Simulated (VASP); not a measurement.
# B (Pmmn) in VASP: further runs

Runs on B. Level: PBE. Tasks: single point.

All numbers are computed with VASP 6.6.1; they aren't measurements. Logs are shortened: lines on timing, memory, paths and dates and some standing lists are left out, and cuts for length are marked.

### Step 1. The cell of the first run

Symmetry: Pmmn, No. 59, orthorhombic system. The conventional cell has a = 1.852 Å, b = 2.939 Å, c = 3.111 Å, α = 90.00°, β = 90.00°, γ = 90.00°. B (site symmetry mm2) has 6 B at 1.76 to 1.85 Å within 2.3 Å.

### Step 2. Single point, PBE

INCAR reads:

```
SYSTEM = B
PREC     = Accurate       ! precision mode
ENCUT    = 520            ! plane-wave cutoff, eV
EDIFF    = 1E-6           ! SCF threshold, eV
ISMEAR   = 0              ! smearing method
SIGMA    = 0.1            ! smearing width, eV
LREAL    = .False.        ! projectors in reciprocal space
LASPH    = .True.         ! aspherical terms in the spheres
NELM     = 100            ! most SCF steps
ALGO     = Normal         ! electronic algorithm
ISIF     = 2              ! what is computed and relaxed
LWAVE    = .False.        ! write WAVECAR
LCHARG   = .False.        ! write CHGCAR
GGA      = PE             ! functional
NBANDS   = 10             ! bands
```

KPOINTS reads:

```
Automatic mesh
0
Gamma
  10 6 6
  0 0 0
```

POSCAR reads:

```
B
1.0
    1.8518601900      0.0000000000      0.0000000000
    0.0000000000      2.9388209000      0.0000000000
    0.0000000000      0.0000000000      3.1112576600
B
2
Direct
    0.0000000000      0.0000000000      0.5498235800
    0.5000000000      0.5000000000      0.4501764200
```

Potentials or basis: VASP PAW PBE potentials, release 64 (B).

On the command line:

```sh
> cat potpaw_PBE.64/B/POTCAR > POTCAR
> mpirun -np 1 vasp_std > vasp.out
```

OUTCAR:

```text
SYSTEM = B
   PREC = Accurate
   ENCUT = 520
   EDIFF = 1E-6
   ISMEAR = 0
   LREAL = .False.
   LASPH = .True.
   NELM = 100
   ISIF = 2
   GGA = PE

 ion  position               nearest neighbor table
   1  0.000  0.000  0.550-   2 1.76   2 1.76   2 1.76   2 1.76
   2  0.500  0.500  0.450-   1 1.76   1 1.76   1 1.76   1 1.76

  LATTYP: Found a simple orthorhombic cell.
 ALAT       =     1.8518601900
 B/A-ratio  =     1.5869561406
 C/A-ratio  =     1.6800715717

  Lattice vectors:

 A1 = (   1.8518601900,   0.0000000000,   0.0000000000)
 A2 = (   0.0000000000,   2.9388209000,   0.0000000000)
 A3 = (   0.0000000000,   0.0000000000,   3.1112576600)

Analysis of symmetry for initial positions (statically):
=====================================================================
 Subroutine PRICEL returns:
 Original cell was already a primitive cell.

 Routine SETGRP: Setting up the symmetry group for a
 simple orthorhombic supercell.

 Subroutine GETGRP returns: Found  8 space group operations
 (whereof  4 operations were pure point group operations)
 out of a pool of  8 trial point group operations.

The static configuration has the point symmetry C_2v.
 The point group associated with its full space group is D_2h.

Analysis of symmetry for dynamics (positions and initial velocities):
=====================================================================
 Subroutine PRICEL returns:
 Original cell was already a primitive cell.

 Routine SETGRP: Setting up the symmetry group for a
 simple orthorhombic supercell.

 Subroutine GETGRP returns: Found  8 space group operations
 (whereof  4 operations were pure point group operations)
 out of a pool of  8 trial point group operations.

The dynamic configuration has the point symmetry C_2v.
 The point group associated with its full space group is D_2h.

 Subroutine INISYM returns: Found  8 space group operations
 (whereof  4 operations are pure point group operations),
 and found     1 'primitive' translations

----------------------------------------------------------------------------------------

                                     Primitive cell

  volume of cell :      16.9324

  direct lattice vectors                    reciprocal lattice vectors
     1.851860190  0.000000000  0.000000000     0.539997569  0.000000000  0.000000000
     0.000000000  2.938820900  0.000000000     0.000000000  0.340272522  0.000000000
     0.000000000  0.000000000  3.111257660     0.000000000  0.000000000  0.321413431

  length of vectors
     1.851860190  2.938820900  3.111257660     0.539997569  0.340272522  0.321413431

  position of ions in fractional coordinates (direct lattice)
     0.000000000  0.000000000  0.549823580
     0.500000000  0.500000000  0.450176420

  ion indices of the primitive-cell ions
   primitive index   ion index
                 1           1
                 2           2

----------------------------------------------------------------------------------------

 KPOINTS: Automatic mesh

Automatic generation of k-mesh.
 Grid dimensions read from file:
 generate k-points for:   10    6    6

 Generating k-lattice:

  Cartesian coordinates                     Fractional coordinates (reciprocal lattice)
     0.053999757  0.000000000  0.000000000     0.100000000  0.000000000  0.000000000
     0.000000000  0.056712087  0.000000000     0.000000000  0.166666667  0.000000000
     0.000000000  0.000000000  0.053568905     0.000000000  0.000000000  0.166666667

  Length of vectors
     0.053999757  0.056712087  0.053568905

  Shift w.r.t. Gamma in fractional coordinates (k-lattice)
     0.000000000  0.000000000  0.000000000

 Subroutine IBZKPT returns following result:
 ===========================================

 Found     96 irreducible k-points:

 Following reciprocal coordinates:
            Coordinates               Weight
  0.000000  0.000000  0.000000      1.000000
  0.100000  0.000000  0.000000      2.000000
  0.200000  0.000000  0.000000      2.000000
  0.300000  0.000000  0.000000      2.000000
  0.400000  0.000000  0.000000      2.000000
  0.500000  0.000000  0.000000      1.000000
[... 16 lines left out ...]
  0.400000  0.500000  0.000000      2.000000
  0.500000  0.500000  0.000000      1.000000
 [... further k-points ...]
   k-points           NKPTS =     96   k-points in BZ     NKDIM =     96   number of bands    NBANDS=     10
   number of dos      NEDOS =    301   number of ions     NIONS =      2
   total plane-waves  NPLWV =   8064
   dimension x,y,z NGX =    14 NGY =   24 NGZ =   24
   dimension x,y,z NGXF=    28 NGYF=   48 NGZF=   48
   ions per type =               2
   NGX,Y,Z   is equivalent  to a cutoff of  12.57, 13.58, 12.82 a.u.
   NGXF,Y,Z  is equivalent  to a cutoff of  25.14, 27.15, 25.65 a.u.
 SYSTEM =  B
   PREC   = accura    normal or accurate (medium, high low for compatibility)
   ISTART =      0    job   : 0-new  1-cont  2-samecut
   ICHARG =      2    charge: 1-file 2-atom 10-const
   ISPIN  =      1    spin polarized calculation?
   LNONCOLLINEAR =      F non collinear calculations
   LSORBIT =      F    spin-orbit coupling
   LASPH  =      T    aspherical Exc in radial PAW
   ENCUT  =  520.0 eV  38.22 Ry    6.18 a.u.   3.44  5.46  5.78*2*pi/ulx,y,z
   NELM   =    100;   NELMIN=  2; NELMDL= -5     # of ELM steps
   EDIFF  = 0.1E-05   stopping-criterion for ELM
   LREAL  =      F    real-space projection
   EDIFFG = 0.1E-04   stopping-criterion for IOM
   NSW    =      0    number of steps for IOM
   IBRION =     -1    ionic relax: 0-MD 1-quasi-New 2-CG
   NFREE  =      0    steps in history (QN), initial steepest desc. (CG)
   ISIF   =      2    stress and relaxation
   ISYM   =      2    0-nonsym 1-usesym 2-fastsym
   POTIM  = 0.5000    time-step for ionic-motion
   TEBEG  =    0.0;   TEEND  =   0.0 temperature during run
   PSTRESS=    0.0 pullay stress
   NELECT =       6.0000    total number of electrons
   NUPDOWN=      -1.0000    fix difference up-down
   EMIN   =  10.00;   EMAX   =-10.00  energy-range for DOS
   EFERMI =   0.00;   METHOD = LEGACY
   ISMEAR =     0;   SIGMA  =   0.10  broadening in eV -4-tet -1-fermi 0-gaus
   EFERMI_NEDOS =   21; number of points for ismear=-14 and -15
   IALGO  =     38    algorithm
   IMIX   =      4    mixing-type and parameters
     AMIX     =   0.40;   BMIX     =  1.00
     AMIX_MAG =   1.60;   BMIX_MAG =  1.00
  volume/ion in A,a.u.               =       8.47        57.13
  Fermi-wavevector in a.u.,A,eV,Ry     =   1.158474  2.189198 18.259850  1.342061
  Thomas-Fermi vector in A             =   2.295075
   LORBIT       =      0    0 simple, 1 ext, 2 COOP (PROOUT), +10 PAW based schemes
   GGA     = PE    functional components
   LHFCALC =     F    Hartree Fock is set to
   AEXX    =    0.0000 exact exchange contribution
   IVDW    =     0    specifies the selected vdW correction
   LEPSILON=     F    determine dielectric tensor
   LRPA    =     F    only Hartree local field effects (RPA)
 non-spin polarized calculation
 Gauss-broadening in eV      SIGMA  =   0.10
  energy-cutoff  :      520.00
  volume of cell :       16.93
 maximum number of plane-waves:       476
 NGX is ok and might be reduce to    14

 number of electron       6.0000000 magnetization

 Free energy of the ion-electron system (eV)
  ---------------------------------------------------
  ext. energy  EPLUGINS =         0.00000000
  ---------------------------------------------------
  free energy    TOTEN  =       -11.76076743 eV

  energy without entropy =      -11.75659028  energy(sigma->0) =      -11.75867886

 E-fermi :   5.7393     XC(G=0): -10.9308

 val. band max:        5.7237508975   @ k =   0.1000   0.5000   0.0000
 cond. band min:       5.7478892220   @ k =   0.4000   0.3333   0.1667
 fundamental gap:      0.0241383245
 Fermi energy:         5.7393237738

 k-point     1 :       0.0000    0.0000    0.0000
  band No.  band energies     occupation
      1     -10.4726      2.00000
      2      -1.0174      2.00000
      3       1.8467      2.00000
      4       7.8755      0.00000
      5       8.3244      0.00000
      6      16.2893      0.00000
      7      17.8522      0.00000
      8      21.0092      0.00000
      9      25.2155      0.00000
     10      26.5647      0.00000

 k-point     2 :       0.1000    0.0000    0.0000
  band No.  band energies     occupation
      1     -10.1563      2.00000
      2      -0.6013      2.00000
      3       2.2263      2.00000
      4       7.7482      0.00000
      5       8.6671      0.00000
      6      15.9317      0.00000
      7      16.4748      0.00000
      8      21.1758      0.00000
      9      25.6443      0.00000
     10      25.8580      0.00000

 k-point     3 :       0.2000    0.0000    0.0000
  band No.  band energies     occupation
      1      -9.2111      2.00000
      2       0.6438      2.00000
      3       3.2917      2.00000
      4       6.8487      0.00000
      5       9.6530      0.00000
      6      13.3255      0.00000
      7      16.8947      0.00000
      8      20.8994      0.00000
      9      23.7972      0.00000
     10      26.9281      0.00000

 k-point     4 :       0.3000    0.0000    0.0000
  band No.  band energies     occupation
      1      -7.6492      2.00000
      2       2.7070      2.00000
      3       3.4198      2.00000
      4       5.9332      0.00611
      5      11.0737      0.00000
      6      12.6965      0.00000
      7      17.0208      0.00000
      8      17.8423      0.00000
      9      21.5586      0.00000
     10      27.2295      0.00000
[... 222 lines left out ...]
 k-point    22 :       0.3000    0.5000    0.0000
  band No.  band energies     occupation
      1      -4.7361      2.00000
      2      -4.7361      2.00000
      3       8.6170      0.00000
      4       8.6170      0.00000
      5      10.0663      0.00000
      6      10.0663      0.00000
      7      18.2937      0.00000
      8      18.2937      0.00000
      9      21.1449      0.00000
     10      21.1449      0.00000

 k-point    23 :       0.4000    0.5000    0.0000
  band No.  band energies     occupation
      1      -3.0869      2.00000
      2      -3.0869      2.00000
      3       6.8548      0.00000
      4       6.8548      0.00000
      5      10.8860      0.00000
      6      10.8860      0.00000
      7      19.7584      0.00000
      8      19.7584      0.00000
      9      20.9273      0.00000
     10      20.9273      0.00000

 k-point    24 :       0.5000    0.5000    0.0000
  band No.  band energies     occupation
      1      -2.1699      2.00000
      2      -2.1699      2.00000
      3       5.4184      1.99999
      4       5.4184      1.99999
      5      12.2140      0.00000
      6      12.2140      0.00000
      7      18.5329      0.00000
      8      18.5329      0.00000
      9      23.3822      0.00000
     10      23.3822      0.00000

 [... further k-points ...]

------------------------ aborting loop because EDIFF is reached ----------------------------------------

  FORCE on cell =-STRESS in cart. coord.  units (eV):
  Direction    XX          YY          ZZ          XY          YZ          ZX
  --------------------------------------------------------------------------------------
  -------------------------------------------------------------------------------------
  Total       -4.6997039     -1.0770678      0.6536635      0.0000000      0.0000000      0.0000000
  in kB     -444.6965714   -101.9145810     61.8511145      0.0000000      0.0000000      0.0000000
  external PRESSURE =    -161.5866793 kB  Pullay stress =       0.0000000 kB

 VOLUME and BASIS-vectors are now :
 -----------------------------------------------------------------------------
  energy-cutoff  :      520.00
  volume of cell :       16.93
      direct lattice vectors                 reciprocal lattice vectors
     1.851860190  0.000000000  0.000000000     0.539997569  0.000000000  0.000000000
     0.000000000  2.938820900  0.000000000     0.000000000  0.340272522  0.000000000
     0.000000000  0.000000000  3.111257660     0.000000000  0.000000000  0.321413431

 POSITION                                       TOTAL-FORCE (eV/Angst)
 -----------------------------------------------------------------------------------
      0.00000      0.00000      1.71064         0.000000      0.000000      0.155759
      0.92593      1.46941      1.40061         0.000000      0.000000     -0.155759
 -----------------------------------------------------------------------------------
    total drift:                                0.000000      0.000000      0.000000

  FREE ENERGIE OF THE ION-ELECTRON SYSTEM (eV)
  ---------------------------------------------------
  free  energy   TOTEN  =       -11.7607674301 eV

  energy  without entropy=      -11.7565902830  energy(sigma->0) =      -11.75867886
```

Run time: 4.1 s. Hardware: 1 thread of Intel Xeon 6975P-C (Granite Rapids), shared host; peak memory 0.12 GiB.

Results:

- Free energy: -11.7608 eV
- Pressure: -16.2 GPa
- Largest force: 0.156 eV/Å
- Band gap on the k mesh: zero (band 3 reaches 9.24 eV, above the bottom of band 4 at 1.35 eV)

Forces in eV/Å, atoms in the order of the input:
```
B    0.000  0.000  0.156
B    0.000  0.000 -0.156
```

Levels at points of the mesh, in eV from the Fermi level:
```
           k point  band 1  band 2  band 3  band 4  band 5  band 6
(0.00, 0.00, 0.00)  -16.21   -6.76   -3.89    2.14    2.59   10.55
(0.50, 0.00, 0.00)   -8.53   -8.53    3.43    3.43    5.07    5.07
(0.00, 0.50, 0.00)  -13.12  -13.12   -0.40   -0.40    7.85    7.85
(0.50, 0.50, 0.00)   -7.91   -7.91   -0.32   -0.32    6.47    6.47
(0.00, 0.00, 0.50)  -15.16   -8.45   -6.41    3.37    5.16   10.38
(0.50, 0.00, 0.50)   -7.94   -7.94    1.76    1.76    3.73    3.73
(0.00, 0.50, 0.50)  -12.27  -12.27   -4.39   -4.39   14.71   14.71
(0.50, 0.50, 0.50)   -7.53   -7.53    0.86    0.86    3.79    3.79
```

### Step 3. Single point, PBE

This run uses another cell than the first one, of 8.82 Å³/atom, 1.042 times its volume.

INCAR reads:

```
PREC = Accurate
ENCUT = 520
EDIFF = 1E-6
ISMEAR = 0
SIGMA = 0.1
LREAL = False
LASPH = True
NELM = 80
ALGO = Normal
ISIF = 2
LWAVE = False
LCHARG = True
GGA = PE
LELF = True
LVHAR = True
NBANDS = 10
```

KPOINTS reads:

```
Automatic mesh
0
Gamma
  10 6 6
```

POSCAR reads:

```
B
1.0
    1.6269709867      0.0000000000      0.0000000000
    0.0000000000      2.8674858459      0.0000000000
    0.0000000000      0.0000000000      3.7808284006
B
2
Direct
    0.0000000000      0.0000000000      0.6113217735
    0.5000000000      0.5000000000      0.3886782265
```

Potentials or basis: VASP PAW PBE potentials, release 64 (B).

On the command line:

```sh
> cat potpaw_PBE.64/B/POTCAR > POTCAR
> mpirun -np 1 vasp_std > vasp.out
```

Run time: 4 s. Hardware: 1 thread of Intel Xeon 6975P-C (Granite Rapids), shared host; peak memory 0.12 GiB.

The run converged. Its results:

| Quantity | Value |
| --- | --- |
| Free energy | -12.4596 eV |
| Pressure | 0.0 GPa |
| Band gap on the k mesh | zero (band 3 reaches 11.24 eV, above the bottom of band 4 at 0.04 eV) |

Forces in eV/Å, atoms in the order of the input:
```
B    0.000  0.000 -0.002
B    0.000  0.000  0.002
```

Stress tensor (GPa, compression positive):
```
-0.06  0.00  0.00
 0.00  0.03  0.00
 0.00  0.00  0.09
```

Levels at points of the mesh, in eV from the Fermi level:
```tsv
k point	band 1	band 2	band 3	band 4	band 5	band 6	band 7
(0.00, 0.00, 0.00)	-16.17	-5.63	-5.40	-2.43	2.90	8.51	11.95
(0.50, 0.00, 0.00)	-7.06	-7.06	6.55	6.55	7.32	7.32	10.75
(0.00, 0.50, 0.00)	-12.78	-12.78	-3.00	-3.00	5.23	5.23	15.52
(0.50, 0.50, 0.00)	-6.23	-6.23	3.32	3.32	8.52	8.52	8.97
(0.00, 0.00, 0.50)	-15.85	-8.30	-5.27	1.75	3.15	7.15	11.13
(0.50, 0.00, 0.50)	-6.96	-6.96	5.27	5.27	7.41	7.41	10.87
(0.00, 0.50, 0.50)	-12.52	-12.52	-4.65	-4.65	10.46	10.46	14.24
(0.50, 0.50, 0.50)	-6.14	-6.14	3.53	3.53	7.84	7.84	7.87
```

Caveat: the k points lie up to 0.39 Å⁻¹ apart; this functional lacks dispersion, which binds the layers, so the pressure and a relaxed spacing across them are unreliable.

### Step 4. Single point, PBE

This run uses another cell than the first one: it holds 4 atoms, not 2.

INCAR reads:

```
SYSTEM = B
PREC = Accurate ; ENCUT = 520
EDIFF = 1E-6 ; ISMEAR = 0
SIGMA = 0.2 ; LREAL = .FALSE.
LASPH = .TRUE. ; NELM = 60
ALGO = Normal ; ISIF = 2
LWAVE = .FALSE. ; LCHARG = .FALSE.
GGA = PE ; NBANDS = 14
```

KPOINTS reads:

```
Automatic mesh
0
G
  12 6 4
  0 0 0
```

POSCAR reads:

```
B
1.0
   -1.6244429233      0.0000000000      0.0000000000
    0.0000000000      0.0000000000     -3.9178863528
    0.0000000000     -5.7322254317      0.0000000000
B
4
Direct
    1.0000000000      0.3907567532      1.0000000000
    1.0000000000      0.3907567532      0.5000000000
    0.5000000000      0.6092432468      0.7500000000
    0.5000000000      0.6092432468      0.2500000000
```

On the command line:

```sh
> cat potpaw_PBE.64/B/POTCAR > POTCAR
> mpirun -np 1 vasp_std > vasp.out
```

Run time: 11 s. Hardware: 1 thread of Intel Xeon 6975P-C (Granite Rapids), shared host; peak memory 0.15 GiB.

Results (log left out):

| Quantity | Value |
| --- | --- |
| Free energy | -24.9398 eV |
| Pressure | -0.2 GPa |
| Largest force | 0.152 eV/Å |
| Band gap on the k mesh | zero (band 6 reaches 9.56 eV, above the bottom of band 7 at -0.14 eV) |

Forces on the atoms (eV/Å):
```
B    0.000  0.000 -0.152
B    0.000  0.000 -0.152
B    0.000  0.000  0.152
B    0.000  0.000  0.152
```

Stress tensor (GPa, compression positive):
```
 2.44  0.00  0.00
 0.00 -1.54  0.00
 0.00  0.00 -1.60
```

Levels at points of the mesh, in eV from the Fermi level:
| k point | band 2 | band 3 | band 4 | band 5 | band 6 | band 7 | band 8 | band 9 | band 10 | band 11 |
| --- | --- | --- | --- | --- | --- | --- | --- | --- | --- | --- |
| (0.00, 0.00, 0.00) | -12.64 | -12.64 | -5.82 | -5.23 | -3.10 | -3.10 | -2.35 | 3.04 | 5.17 | 5.17 |
| (0.50, 0.00, 0.00) | -6.93 | -6.09 | -6.09 | 3.50 | 3.50 | 6.57 | 6.57 | 7.51 | 7.51 | 8.59 |
| (0.00, 0.50, 0.00) | -12.44 | -12.44 | -8.06 | -5.13 | -4.45 | -4.45 | 1.44 | 3.22 | 7.25 | 9.89 |
| (0.50, 0.50, 0.00) | -6.85 | -6.03 | -6.03 | 3.65 | 3.65 | 5.50 | 5.50 | 7.57 | 7.57 | 7.98 |
| (0.00, 0.00, 0.50) | -15.18 | -8.59 | -8.59 | -5.04 | -5.04 | -2.07 | -2.07 | 5.09 | 5.09 | 8.00 |
| (0.50, 0.00, 0.50) | -6.54 | -6.54 | -6.54 | 5.18 | 5.18 | 5.18 | 5.18 | 7.17 | 7.17 | 7.17 |
| (0.00, 0.50, 0.50) | -14.95 | -8.44 | -8.44 | -7.12 | -7.12 | -0.69 | -0.69 | 7.45 | 7.45 | 8.06 |
| (0.50, 0.50, 0.50) | -6.47 | -6.47 | -6.47 | 5.25 | 5.25 | 5.25 | 5.25 | 6.23 | 6.23 | 6.23 |

Caveat: this functional lacks dispersion, which binds the layers, so the pressure and a relaxed spacing across them are unreliable.

### Step 5. Overview

```tsv
cell	k mesh	smearing	gap on the mesh (eV)	pressure (GPa)	largest force (eV/Å)
a = 1.852, b = 2.939, c = 3.111 Å, 2 atoms	10 × 6 × 6	gaussian 0.1 eV	none	-16.2	0.16
a = 1.627, b = 2.867, c = 3.781 Å, 2 atoms	10 × 6 × 6	gaussian 0.1 eV	none	0.0	-
a = 1.624, b = 3.918, c = 5.732 Å, 4 atoms	12 × 6 × 4	gaussian 0.2 eV	none	-0.2	0.15
```

Alike in all rows: task single point; level PBE; potentials or basis VASP PAW PBE potentials, release 64 (B); no spin polarisation; cutoff (eV) 520.

Caveats: some runs use coarse meshes; this functional lacks dispersion, which binds the layers, so the pressure and a relaxed spacing across them are unreliable (some runs).

Absolute energies hang on the potentials; compare differences alone.
